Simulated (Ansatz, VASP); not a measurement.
# Li7Sb in VASP and in Ansatz

File INCAR:

```
SYSTEM = Li7Sb
PREC = Accurate ; ENCUT = 520
EDIFF = 1E-6 ; ISMEAR = 0
SIGMA = 0.1 ; LREAL = .False.
LASPH = .True. ; NELM = 100
ALGO = Normal ; ISIF = 2
LWAVE = .False. ; LCHARG = .False.
GGA = PE ; NBANDS = 23
```

The input KPOINTS:

```
Automatic mesh
0
Gamma
  4 4 4
  0 0 0
```

The input POSCAR:

```
Li7Sb
1.0
    3.8594845756      0.0000000000      3.8798731302
    3.8811883842      0.0000000000     -3.9646441440
   -3.8703364799      5.5675524345      0.0423855069
Li Sb
7 1
Direct
    0.0000000000      0.0000000000      0.5000000000
    0.5000000000      0.5000000000      0.5000000000
    0.2124441391      0.6361778408      0.7453675129
    0.5329233738      0.1091896721      0.7453675129
    0.7875558609      0.3638221592      0.2546324871
    0.4670766262      0.8908103279      0.2546324871
    1.0000000000      0.5000000000      0.0000000000
    1.0000000000      1.0000000000      1.0000000000
```

Input for Ansatz:

```yaml
crystal:
  lattice:
    - [3.8594845756, 0.0, 3.8798731302]
    - [3.8811883842, 0.0, -3.964644144]
    - [-3.8703364799, 5.5675524345, 0.0423855069]
  atoms:
    - { symbol: Li, position: [0.0, 0.0, 0.5] }
    - { symbol: Li, position: [0.5, 0.5, 0.5] }
    - { symbol: Li, position: [0.2124441391, 0.6361778408, 0.7453675129] }
    - { symbol: Li, position: [0.5329233738, 0.1091896721, 0.7453675129] }
    - { symbol: Li, position: [0.7875558609, 0.3638221592, 0.2546324871] }
    - { symbol: Li, position: [0.4670766262, 0.8908103279, 0.2546324871] }
    - { symbol: Li, position: [1.0, 0.5, 0.0] }
    - { symbol: Sb, position: [1.0, 1.0, 1.0] }
basis:
  ecutwfc: 420
kpoints:
  mp_grid: { grid: [4, 4, 4] }
hamiltonian:
  xc: pbe
scf:
  occupations: { method: gaussian, width: 0.1 }
output:
  forces: true
  stress: true
  eigenvalues: true
```

Alike in both runs: task single point; functional PBE; k mesh 4 × 4 × 4; occupations gaussian, width 0.1 eV; no spin polarisation.

|  | VASP | Ansatz |
| --- | --- | --- |
| version | VASP 6.6.1 | Ansatz 0.2.0 |
| potentials or method | VASP PAW PBE potentials, release 64 (Li_sv, Sb), cutoff 520 eV | scalar-relativistic, plane waves, PAW |
| valence electrons in the cell | 26 | 36 |

|  | VASP | Ansatz | Ansatz less VASP |
| --- | --- | --- | --- |
| gap on the k mesh at the Fermi level (eV) | none | none | - |
| rms of the force components (eV/Å) | 0.010 | 0.011 | +0.0010 |

Atom by atom the forces differ by 0.002 eV/Å (rms over components). A gap of «none» marks a metal or a gap that the smearing closes. The functional is the same, so the differences come from potentials, cutoffs and numerics. VASP's potentials hold 26 valence electrons a cell and Ansatz's 36, so a difference there can come from the potentials and not from the codes.

Spin-orbit coupling is off throughout. Noted on VASP's run: the cutoff is short for stress, so the pressure is rough.
